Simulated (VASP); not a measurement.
Wanted: the native input for a VASP 6.6.1 run.

```
Task                   : single point
Functional             : LDA
Potentials or basis    : VASP PAW LDA potentials, release 64 (S, W_sv)
Cutoff                 : 520 eV
k mesh                 : 12 × 12 × 1
Occupations            : gaussian, width 0.02 eV
Spin                   : no spin polarisation
Dipole correction      : yes
Further INCAR settings : ALGO = Normal; EDIFF = 1e-06; NBANDS = 35
```

The structure of WS2 lies in POSCAR:

```
WS2
1.0
    3.1569371639      0.0000000000      0.0000000000
   -1.5784685820      2.7339877821      0.0000000000
    0.0000000000      0.0000000000     44.4429311974
S W
4 2
Direct
    0.3333333333      0.6666666667      0.3960923610
    0.3333333333      0.6666666667      0.4669886509
    0.6666666667      0.3333333333      0.5330113491
    0.6666666667      0.3333333333      0.6039076390
    0.6666666667      0.3333333333      0.4315609068
    0.3333333333      0.6666666667      0.5684390932
```

One way to write it, as run:

INCAR

```
ALGO = Normal
DIPOL = 0.5 0.5 0.500
EDIFF = 1E-6
ENCUT = 520
GGA = CA
IDIPOL = 3
ISIF = 2
ISMEAR = 0
LASPH = T
LCHARG = T
LDIPOL = T
LELF = T
LREAL = F
LVACPOTAV = T
LVHAR = T
LWAVE = F
NBANDS = 35
NELM = 100
PREC = Accurate
SIGMA = 0.02
```

KPOINTS

```
k-points
0
Gamma
  12 12 1
```

Potentials or basis: VASP PAW LDA potentials, release 64 (S, W_sv).

The run is started by

```sh
$ cat potpaw_LDA.64/S/POTCAR potpaw_LDA.64/W_sv/POTCAR > POTCAR
$ mpirun -np 1 vasp_std > vasp.out
```

It gave:

```
Largest force                          : 0.500 eV/Å
Band gap on the k mesh                 : 1.30 eV (least direct gap 1.87 eV)
Ionisation potential of the upper face : 5.50 eV
```

Caveat: spin-orbit coupling is left out, which moves the levels of the heavy elements.

It took 9.6 min on 1 thread of Intel Xeon 8259CL, with other jobs on the host, peak memory 0.47 GiB.
